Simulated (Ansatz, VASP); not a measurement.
## YSbS5 in VASP and in Ansatz

```xyz
7
Lattice="4.4557 0.0000 0.0000 0.0000 4.4557 0.0000 0.0000 0.0000 8.0029" Properties=species:S:1:pos:R:3 pbc="T T T"
Y     0.0000    0.0000    4.0014
Sb    2.2278    2.2278    0.0000
S     0.0000    0.0000    0.0000
S     2.2278    0.0000    5.6260
S     0.0000    2.2278    5.6260
S     2.2278    0.0000    2.3769
S     0.0000    2.2278    2.3769
```

Change from the starting cell: species swapped into the AgPPt5 type (P4/mmm, No. 123).

Alike in both runs: task relaxation of cell and atoms; functional PBE; k mesh 4 × 4 × 2; occupations gaussian, width 0.1 eV; no spin polarisation.

|  | VASP | Ansatz |
| --- | --- | --- |
| version | VASP 6.6.1 | Ansatz 0.2.0 |
| potentials or method | VASP PAW PBE potentials, release 64 (Y_sv, Sb, S), cutoff 600 eV | scalar-relativistic, plane waves, PAW |
| valence electrons in the cell | 46 | 56 |

VASP gave:

| Quantity | Value |
| --- | --- |
| gap on the k mesh at the Fermi level, each at its own relaxed structure (eV) | none |
| relaxed volume (Å³/atom) | 22.67 |
| relaxed cell length with the largest relative difference (Å) | 10.659 |

Question: What did Ansatz give for the same quantities?

Answer: gap on the k mesh at the Fermi level, each at its own relaxed structure (eV): none; relaxed volume (Å³/atom): 24.28; relaxed cell length with the largest relative difference (Å): 11.542.

A gap of «none» marks a metal or a gap that the smearing closes. One of these differences is far larger than is usual between the two programs; its cause wasn't traced. VASP's potentials hold 46 valence electrons a cell and Ansatz's 56, so a difference there can come from the potentials and not from the codes.

The k mesh is coarse, so the values compare programs but aren't converged. Spin-orbit coupling is off throughout.
